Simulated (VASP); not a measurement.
# MgPtS3 (Immm) in VASP: single point with PBE

Aim: the single point of MgPtS3 with PBE.

Everything below comes from runs of VASP 6.6.1. Logs are shortened: lines on timing, memory, paths and dates and some standing lists are left out, and cuts for length are marked.

## (1) The cell of the first run

Symmetry: Immm, No. 71, orthorhombic system. The conventional cell has a = 4.743 Å, b = 4.863 Å, c = 8.834 Å, α = 90.00°, β = 90.00°, γ = 90.00°. Mg (site symmetry mmm) has 6 S at 2.37 to 2.67 Å within 3.1 Å. Pt (site symmetry mmm) has 6 S at 2.43 to 2.61 Å within 3.2 Å. Within 3.1 Å of S (site symmetry mmm) lie 2 Mg at 2.37 Å and 2 Pt at 2.43 Å. S (site symmetry mm2) has 1 S at 2.19 Å and 2 Pt at 2.61 Å and 2 Mg at 2.67 Å within 2.9 Å.

## (2) Single point, PBE

Contents of INCAR:

```
PREC = Accurate ; ENCUT = 600
EDIFF = 1E-6 ; ISMEAR = 0
SIGMA = 0.15 ; LREAL = F
LASPH = T ; NELM = 120
ALGO = Normal ; ISIF = 2
LWAVE = F ; LCHARG = T
GGA = PE ; LELF = T
LVHAR = T ; NBANDS = 23
GGA_COMPAT = F
```

Contents of KPOINTS:

```
regular mesh
0
Gamma
  3 3 3
```

Contents of POSCAR:

```
MgPtS3
1.0
   -2.4314038905      2.3714794025      4.4170325723
    2.4314038905     -2.3714794025      4.4170325723
    2.4314038905      2.3714794025     -4.4170325723
Mg Pt S
1 1 3
Direct
    0.5000000000      0.5000000000      0.0000000000
    0.0000000000      0.0000000000      0.0000000000
    0.0000000000      0.5000000000      0.5000000000
    0.6238463513      0.1238463513      0.5000000000
    0.3761536487      0.8761536487      0.5000000000
```

Potentials or basis: VASP PAW PBE potentials, release 64 (Mg, Pt, S).

Launch:

```bash
$ cat potpaw_PBE.64/Mg/POTCAR potpaw_PBE.64/Pt/POTCAR potpaw_PBE.64/S/POTCAR > POTCAR
$ mpirun -np 1 vasp_std > vasp.out
```

OUTCAR:

```text
PREC = Accurate
   ENCUT = 600
   EDIFF = 1E-6
   ISMEAR = 0
   LREAL = F
   LASPH = T
   NELM = 120
   ISIF = 2
   GGA = PE

 ion  position               nearest neighbor table
   1  0.500  0.500  0.000-   3 2.37   3 2.37   4 2.67   5 2.67   5 2.67   4 2.67   2 3.40   2 3.40
                             2 3.40   2 3.40
   2  0.000  0.000  0.000-   3 2.43   3 2.43   5 2.61   4 2.61   4 2.61   5 2.61   1 3.40   1 3.40
                             1 3.40   1 3.40
   3  0.000  0.500  0.500-   1 2.37   1 2.37   2 2.43   2 2.43
   4  0.624  0.124  0.500-   5 2.19   2 2.61   2 2.61   1 2.67   1 2.67
   5  0.376  0.876  0.500-   4 2.19   2 2.61   2 2.61   1 2.67   1 2.67

  LATTYP: Found a body centered orthorhombic cell.
 ALAT       =     4.7429588050
 B/A-ratio  =     1.0252688208
 C/A-ratio  =     1.8625641731

  Lattice vectors:

 A1 = (   2.4314038905,  -2.3714794025,  -4.4170325723)
 A2 = (  -2.4314038905,   2.3714794025,  -4.4170325723)
 A3 = (   2.4314038905,   2.3714794025,   4.4170325723)

Analysis of symmetry for initial positions (statically):
=====================================================================
 Subroutine PRICEL returns:
 Original cell was already a primitive cell.

 Routine SETGRP: Setting up the symmetry group for a
 body centered orthorhombic supercell.

 Subroutine GETGRP returns: Found  8 space group operations
 (whereof  8 operations were pure point group operations)
 out of a pool of  8 trial point group operations.

The static configuration has the point symmetry D_2h.

Analysis of symmetry for dynamics (positions and initial velocities):
=====================================================================
 Subroutine PRICEL returns:
 Original cell was already a primitive cell.

 Routine SETGRP: Setting up the symmetry group for a
 body centered orthorhombic supercell.

 Subroutine GETGRP returns: Found  8 space group operations
 (whereof  8 operations were pure point group operations)
 out of a pool of  8 trial point group operations.

The dynamic configuration has the point symmetry D_2h.

 Subroutine INISYM returns: Found  8 space group operations
 (whereof  8 operations are pure point group operations),
 and found     1 'primitive' translations

----------------------------------------------------------------------------------------

                                     Primitive cell

  volume of cell :     101.8749

  direct lattice vectors                    reciprocal lattice vectors
    -2.431403890  2.371479402  4.417032572     0.000000000  0.210838854  0.113198169
     2.431403890 -2.371479402  4.417032572     0.205642510  0.000000000  0.113198169
     2.431403890  2.371479402 -4.417032572     0.205642510  0.210838854  0.000000000

  length of vectors
     5.571877258  5.571877258  5.571877258     0.239304927  0.234739574  0.294519718

  position of ions in fractional coordinates (direct lattice)
     0.500000000  0.500000000  0.000000000
     0.000000000  0.000000000  0.000000000
     0.000000000  0.500000000  0.500000000
     0.623846351  0.123846351  0.500000000
     0.376153649  0.876153649  0.500000000

  ion indices of the primitive-cell ions
   primitive index   ion index
                 1           1
                 2           2
                 3           3
                 4           4
                 5           5

----------------------------------------------------------------------------------------

 KPOINTS: regular mesh

Automatic generation of k-mesh.
 Grid dimensions read from file:
 generate k-points for:    3    3    3

 Generating k-lattice:

  Cartesian coordinates                     Fractional coordinates (reciprocal lattice)
     0.000000000  0.070279618  0.037732723     0.333333333  0.000000000 -0.000000000
     0.068547503  0.000000000  0.037732723     0.000000000  0.333333333  0.000000000
     0.068547503  0.070279618  0.000000000    -0.000000000  0.000000000  0.333333333

  Length of vectors
     0.079768309  0.078246525  0.098173239

  Shift w.r.t. Gamma in fractional coordinates (k-lattice)
     0.000000000  0.000000000  0.000000000

 Subroutine IBZKPT returns following result:
 ===========================================

 Found      8 irreducible k-points:

 Following reciprocal coordinates:
            Coordinates               Weight
  0.000000  0.000000  0.000000      1.000000
  0.333333  0.000000  0.000000      4.000000
  0.000000  0.333333 -0.000000      4.000000
  0.333333  0.333333 -0.000000      8.000000
 -0.333333  0.333333 -0.000000      4.000000
 -0.333333  0.333333  0.333333      2.000000
  0.333333 -0.333333  0.333333      2.000000
 -0.333333 -0.333333  0.333333      2.000000
   k-points           NKPTS =      8   k-points in BZ     NKDIM =      8   number of bands    NBANDS=     23
   number of dos      NEDOS =    301   number of ions     NIONS =      5
   total plane-waves  NPLWV = 110592
   dimension x,y,z NGX =    48 NGY =   48 NGZ =   48
   dimension x,y,z NGXF=    96 NGYF=   96 NGZF=   96
   ions per type =               1   1   3
   NGX,Y,Z   is equivalent  to a cutoff of  14.32, 14.32, 14.32 a.u.
   NGXF,Y,Z  is equivalent  to a cutoff of  28.64, 28.64, 28.64 a.u.
 SYSTEM =  unknown system
   PREC   = accura    normal or accurate (medium, high low for compatibility)
   ISTART =      0    job   : 0-new  1-cont  2-samecut
   ICHARG =      2    charge: 1-file 2-atom 10-const
   ISPIN  =      1    spin polarized calculation?
   LNONCOLLINEAR =      F non collinear calculations
   LSORBIT =      F    spin-orbit coupling
   LASPH  =      T    aspherical Exc in radial PAW
   ENCUT  =  600.0 eV  44.10 Ry    6.64 a.u.  11.13 11.13 11.13*2*pi/ulx,y,z
   NELM   =    120;   NELMIN=  2; NELMDL= -5     # of ELM steps
   EDIFF  = 0.1E-05   stopping-criterion for ELM
   LREAL  =      F    real-space projection
   EDIFFG = 0.1E-04   stopping-criterion for IOM
   NSW    =      0    number of steps for IOM
   IBRION =     -1    ionic relax: 0-MD 1-quasi-New 2-CG
   NFREE  =      0    steps in history (QN), initial steepest desc. (CG)
   ISIF   =      2    stress and relaxation
   ISYM   =      2    0-nonsym 1-usesym 2-fastsym
   POTIM  = 0.5000    time-step for ionic-motion
   TEBEG  =    0.0;   TEEND  =   0.0 temperature during run
   PSTRESS=    0.0 pullay stress
   NELECT =      30.0000    total number of electrons
   NUPDOWN=      -1.0000    fix difference up-down
   EMIN   =  10.00;   EMAX   =-10.00  energy-range for DOS
   EFERMI =   0.00;   METHOD = LEGACY
   ISMEAR =     0;   SIGMA  =   0.15  broadening in eV -4-tet -1-fermi 0-gaus
   EFERMI_NEDOS =   21; number of points for ismear=-14 and -15
   IALGO  =     38    algorithm
   IMIX   =      4    mixing-type and parameters
     AMIX     =   0.40;   BMIX     =  1.00
     AMIX_MAG =   1.60;   BMIX_MAG =  1.00
  volume/ion in A,a.u.               =      20.37       137.50
  Fermi-wavevector in a.u.,A,eV,Ry     =   1.089163  2.058220 16.140267  1.186276
  Thomas-Fermi vector in A             =   2.225360
   LORBIT       =      0    0 simple, 1 ext, 2 COOP (PROOUT), +10 PAW based schemes
   GGA     = PE    functional components
   LHFCALC =     F    Hartree Fock is set to
   AEXX    =    0.0000 exact exchange contribution
   IVDW    =     0    specifies the selected vdW correction
   LEPSILON=     F    determine dielectric tensor
   LRPA    =     F    only Hartree local field effects (RPA)
 non-spin polarized calculation
 Gauss-broadening in eV      SIGMA  =   0.15
  energy-cutoff  :      600.00
  volume of cell :      101.87
 maximum number of plane-waves:      3422
 NGX is ok and might be reduce to    48
   NGX = 23   NGY = 23   NGZ = 23

 number of electron      30.0000000 magnetization

 Free energy of the ion-electron system (eV)
  ---------------------------------------------------
  ext. energy  EPLUGINS =         0.00000000
  ---------------------------------------------------
  free energy    TOTEN  =       -21.51921940 eV

  energy without entropy =      -21.48398263  energy(sigma->0) =      -21.50160102

 E-fermi :   4.4025     XC(G=0):  -9.5957

 val. band max:        4.3253798691   @ k =   0.3333   0.3333  -0.0000
 cond. band min:       4.5187772873   @ k =  -0.3333   0.3333  -0.0000
 fundamental gap:      0.1933974183
 Fermi energy:         4.4025444248

 k-point     1 :       0.0000    0.0000    0.0000
  band No.  band energies     occupation
      1     -10.8967      2.00000
      2      -8.2473      2.00000
      3      -6.4949      2.00000
      4      -0.9044      2.00000
      5      -0.3600      2.00000
      6      -0.2900      2.00000
[... 15 lines left out ...]
     22      12.4727      0.00000
     23      12.5143      0.00000

 k-point     2 :       0.3333    0.0000    0.0000
  band No.  band energies     occupation
      1     -10.5702      2.00000
      2      -8.3907      2.00000
      3      -6.7156      2.00000
      4      -1.5344      2.00000
      5      -0.6139      2.00000
      6      -0.5986      2.00000
[... 15 lines left out ...]
     22      12.2381      0.00000
     23      12.2539      0.00000

 k-point     3 :       0.0000    0.3333   -0.0000
  band No.  band energies     occupation
      1     -10.7256      2.00000
      2      -8.1561      2.00000
      3      -6.5928      2.00000
      4      -1.2645      2.00000
      5      -0.8884      2.00000
      6      -0.2374      2.00000
[... 15 lines left out ...]
     22      11.4991      0.00000
     23      12.1041      0.00000

 k-point     4 :       0.3333    0.3333   -0.0000
  band No.  band energies     occupation
      1     -10.4615      2.00000
      2      -8.1341      2.00000
      3      -6.7623      2.00000
      4      -2.1122      2.00000
      5      -1.5017      2.00000
      6      -0.8309      2.00000
[... 15 lines left out ...]
     22      11.2773      0.00000
     23      12.1703      0.00000

 k-point     5 :      -0.3333    0.3333   -0.0000
  band No.  band energies     occupation
      1     -10.5071      2.00000
      2      -8.0738      2.00000
      3      -6.7299      2.00000
      4      -1.8911      2.00000
      5      -1.6686      2.00000
      6      -0.7564      2.00000
[... 15 lines left out ...]
     22      11.3573      0.00000
     23      11.6538      0.00000

 k-point     6 :      -0.3333    0.3333    0.3333
  band No.  band energies     occupation
      1     -10.6521      2.00000
      2      -8.1803      2.00000
      3      -6.8070      2.00000
      4      -1.4035      2.00000
      5      -0.4281      2.00000
      6      -0.2815      2.00000
[... 15 lines left out ...]
     22      11.1092      0.00000
     23      11.1949      0.00000

 k-point     7 :       0.3333   -0.3333    0.3333
  band No.  band energies     occupation
      1     -10.4861      2.00000
      2      -8.4270      2.00000
      3      -6.9109      2.00000
      4      -1.7054      2.00000
      5      -0.7448      2.00000
      6       0.0411      2.00000
[... 15 lines left out ...]
     22      12.1004      0.00000
     23      13.0250      0.00000

 k-point     8 :      -0.3333   -0.3333    0.3333
  band No.  band energies     occupation
      1     -10.7572      2.00000
      2      -8.3536      2.00000
      3      -6.7959      2.00000
      4      -0.6613      2.00000
      5      -0.5989      2.00000
      6      -0.4936      2.00000
[... 15 lines left out ...]
     22      11.2521      0.00000
     23      11.5012      0.00000

------------------------ aborting loop because EDIFF is reached ----------------------------------------

  FORCE on cell =-STRESS in cart. coord.  units (eV):
  Direction    XX          YY          ZZ          XY          YZ          ZX
  --------------------------------------------------------------------------------------
  -------------------------------------------------------------------------------------
  Total       -0.3321066     -0.2348158      0.0622109      0.0000000      0.0000000      0.0000000
  in kB       -5.2230118     -3.6929280      0.9783860      0.0000000      0.0000000      0.0000000
  external PRESSURE =      -2.6458513 kB  Pullay stress =       0.0000000 kB

 VOLUME and BASIS-vectors are now :
 -----------------------------------------------------------------------------
  energy-cutoff  :      600.00
  volume of cell :      101.87
      direct lattice vectors                 reciprocal lattice vectors
    -2.431403890  2.371479402  4.417032572     0.000000000  0.210838854  0.113198169
     2.431403890 -2.371479402  4.417032572     0.205642510  0.000000000  0.113198169
     2.431403890  2.371479402 -4.417032572     0.205642510  0.210838854  0.000000000

 POSITION                                       TOTAL-FORCE (eV/Angst)
 -----------------------------------------------------------------------------------
      0.00000      0.00000      4.41703        -0.000000     -0.000000      0.000000
      0.00000      0.00000      0.00000        -0.000000     -0.000000      0.000000
      2.43140      0.00000      0.00000        -0.000000     -0.000000      0.000000
     -0.00000      2.37148      1.09407         0.000000      0.000000     -0.097614
      2.43140      0.00000      3.32297         0.000000     -0.000000      0.097614
 -----------------------------------------------------------------------------------
    total drift:                               -0.000000     -0.000000     -0.000000

  FREE ENERGIE OF THE ION-ELECTRON SYSTEM (eV)
  ---------------------------------------------------
  free  energy   TOTEN  =       -21.5192194009 eV

  energy  without entropy=      -21.4839826320  energy(sigma->0) =      -21.50160102
```

Wall time 36 s (1 thread of AMD EPYC 9R45 (Zen 5), shared host); peak memory 0.3 GiB.

What came out:

```
Free energy            : -21.5192 eV
Pressure               : -0.3 GPa
Largest force          : 0.098 eV/Å
Band gap on the k mesh : zero (band 15 reaches 4.52 eV, above the bottom of band 16 at 4.27 eV)
```

Forces on the atoms (eV/Å):
```
Mg   0.000  0.000  0.000
Pt   0.000  0.000  0.000
S    0.000  0.000  0.000
S    0.000  0.000 -0.098
S    0.000  0.000  0.098
```

Stress tensor (GPa, compression positive):
```
-0.52  0.00  0.00
 0.00 -0.37  0.00
 0.00  0.00  0.10
```

Caveat: the k points lie up to 0.62 Å⁻¹ apart; spin-orbit coupling is left out, which moves the levels of the heavy elements.
